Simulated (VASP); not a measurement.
## SnSe2: single point with PBE+D3(BJ)

**Measured values to compare with.**

From “Temperature Dependent Excitonic Transition Energy and Enhanced Electron-Phonon Coupling in Layered Ternary SnS2-xSex Semiconductors with Fully Tunable Stoichiometry”, 2021, pmc:8069899, for a bulk crystal of SnSe2 at 300 K: band gap 1.207 eV (an exciton energy, a little under the gap).

Crystal: SnSe2.

```
Sn Se
1.0
     3.61405    0.00000    0.00000
    -1.80703    3.12986    0.00000
     0.00000    0.00000    6.78502
Sn Se
1 2
Direct
  0.00000 0.00000 0.00000
  0.33333 0.66667 0.26513
  0.66667 0.33333 0.73487
```

```json
{
  "Program": "VASP 6.6.1",
  "Task": "single point",
  "Functional": "PBE",
  "Dispersion": "D3(BJ)",
  "Potentials or basis": "VASP PAW PBE potentials, release 64 (Sn_d, Se)",
  "Cutoff": "500 eV",
  "k mesh": "12 × 12 × 6",
  "Occupations": "gaussian, width 0.03 eV",
  "Spin": "no spin polarisation"
}
```

```yaml
Pressure: 0.3 GPa
Largest_force: 1.047 eV/Å
Band_gap_on_the_k_mesh: zero (bands 13 and 14 overlap by 0.48 eV)
Dispersion_energy_per_atom: -0.363 eV
```

Forces on the atoms (eV/Å):
```
Sn   0.000  0.000  0.000
Se   0.000  0.000 -1.047
Se   0.000  0.000  1.047
```

Stress tensor (GPa, compression positive):
```
 5.13  0.00  0.00
 0.00  5.13  0.00
 0.00  0.00 -9.48
```

Levels at points of the mesh, in eV from the Fermi level:
| k point | band 9 | band 10 | band 11 | band 12 | band 13 | band 14 | band 15 | band 16 | band 17 | band 18 |
| --- | --- | --- | --- | --- | --- | --- | --- | --- | --- | --- |
| (0.00, 0.00, 0.00) | -1.79 | -0.25 | -0.25 | -0.07 | -0.07 | 0.54 | 3.72 | 4.88 | 4.88 | 6.75 |
| (0.50, 0.00, 0.00) | -5.09 | -3.88 | -2.37 | -2.18 | -0.57 | 0.55 | 3.09 | 4.55 | 4.56 | 4.57 |
| (0.00, 0.00, 0.50) | -3.57 | -0.36 | -0.36 | 0.06 | 0.06 | 2.47 | 3.47 | 4.72 | 4.72 | 6.69 |
| (0.50, 0.00, 0.50) | -5.43 | -3.11 | -2.02 | -1.71 | -0.88 | -0.42 | 2.46 | 4.17 | 4.85 | 5.11 |

Wall time 2.2 min on 1 thread of Intel Xeon 8259CL, with other jobs on the host, peak memory 0.29 GiB.

A measured gap of SnSe2 is 1.207 eV (an exciton energy, a little under the gap; 300 K; “Temperature Dependent Excitonic Transition Energy and Enhanced Electron-Phonon Coupling in Layered Ternary SnS2-xSex Semiconductors with Fully Tunable Stoichiometry”, 2021, pmc:8069899); the calculated 0.00 eV misses it by -1.21 eV. So large a miss can be the level of theory's own, or it may mean another phase, state or a wrong row. Spin-orbit coupling on Se, Sn is left out. The value is that of PBE+D3(BJ) on a finite k mesh, which can miss the band edges, without temperature or zero-point motion. Semilocal functionals fall short of measured gaps as a rule.

Caveat: semilocal functionals underestimate gaps, so a narrow gap can read as zero; spin-orbit coupling is left out, which moves the levels of the heavy elements; forces of over 1 eV/Å act on the atoms, so gaps and moduli don't describe the material at rest.
